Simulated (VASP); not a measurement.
## SrTiO3: electric field gradients with revPBE

SrTiO3:

```xyz
5
Lattice="3.9050 0.0000 0.0000 0.0000 3.9050 0.0000 0.0000 0.0000 3.9050" Properties=species:S:1:pos:R:3 pbc="T T T"
Sr    0.0000    0.0000    0.0000
Ti    1.9525    1.9525    1.9525
O     0.0000    1.9525    1.9525
O     1.9525    0.0000    1.9525
O     1.9525    1.9525    0.0000
```

```
Program                : VASP 6.6.1
Task                   : electric field gradients
Functional             : revPBE
Potentials or basis    : VASP PAW PBE potentials, release 64 (Sr_sv, Ti_sv, O)
Cutoff                 : 520 eV
k mesh                 : 8 × 8 × 8
Occupations            : fermi-dirac, width 0.02 eV
Spin                   : non-collinear spin, zero start, spin-orbit coupling
Starting moments       : [[0.0, 0.0, 0.0], [0.0, 0.0, 0.0], [0.0, 0.0, 0.0], [0.0, 0.0, 0.0], [0.0, 0.0, 0.0]] μB
Dipole correction      : no
Further INCAR settings : ALGO = Normal; EDIFF = 1e-08; NBANDS = 55
```

- Pressure: 8.3 GPa
- Net moment: 0.00 μB per cell
- Largest electric field gradient by atom: Sr +0.0; Ti -0.0; O +13.0 V/Å²
- Valence electrons inside the program's atomic spheres: Sr 8.04; Ti 10.30; O 5.07

Moments on the atoms (μB; x, y, z):
```
Sr  0.00 0.00 0.00
Ti  0.00 0.00 0.00
O   0.00 0.00 0.00
O   0.00 0.00 0.00
O   0.00 0.00 0.00
```

Electric field gradients, principal values (V/Å²):
| atom | least | middle | greatest (by size) |
| --- | --- | --- | --- |
| 1 Sr | 0.000 | 0.000 | 0.000 |
| 2 Ti | 0.000 | 0.000 | 0.000 |
| 3 O | -6.509 | -6.509 | 13.018 |
| 4 O | -6.509 | -6.509 | 13.018 |
| 5 O | -6.509 | -6.509 | 13.018 |

Run time: 8.3 min on 1 thread of Oxide Virtual Turin-like Processor, with other jobs on the host, peak memory 0.37 GiB.

Caveat: the cell stands under pressure; without QUAD_EFG the Cq values of the log hold for a quadrupole moment of 1 mb, not for the nuclei; the PAW data sets were made with another functional, which shifts forces and pressure a little.
